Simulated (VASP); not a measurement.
A run of VASP 6.6.1:

Contents of INCAR:

```
PREC = Accurate
ENCUT = 520
EDIFF = 1E-7
ISMEAR = -1
SIGMA = 0.02
LREAL = False
LASPH = True
NELM = 60
ALGO = Normal
ISIF = 2
LWAVE = False
LCHARG = False
GGA = PE
NBANDS = 16
```

The input KPOINTS:

```
regular mesh
0
Gamma
  6 6 6
```

The input POSCAR:

```
GaSb
1.0
    0.0000000000      3.0658848213      3.0658848213
    3.0658848213      0.0000000000      3.0658848213
    3.0658848213      3.0658848213      0.0000000000
Ga Sb
1 1
Direct
    0.0000000000      0.0000000000      0.0000000000
    0.2500000000      0.2500000000      0.2500000000
```

Potentials or basis: VASP PAW PBE potentials, release 64 (Ga_d, Sb).

The run is started by

```bash
$ cat potpaw_PBE.64/Ga_d/POTCAR potpaw_PBE.64/Sb/POTCAR > POTCAR
$ mpirun -np 1 vasp_std > vasp.out
```

Hardware: 1 thread of Intel Xeon 8259CL, on a shared host.

Task: Estimate the wall time of this run.

Result: It took 18 s on 1 thread of Intel Xeon 8259CL, on a shared host, peak memory 0.18 GiB. Counts: scf iterations 13, k points 16.
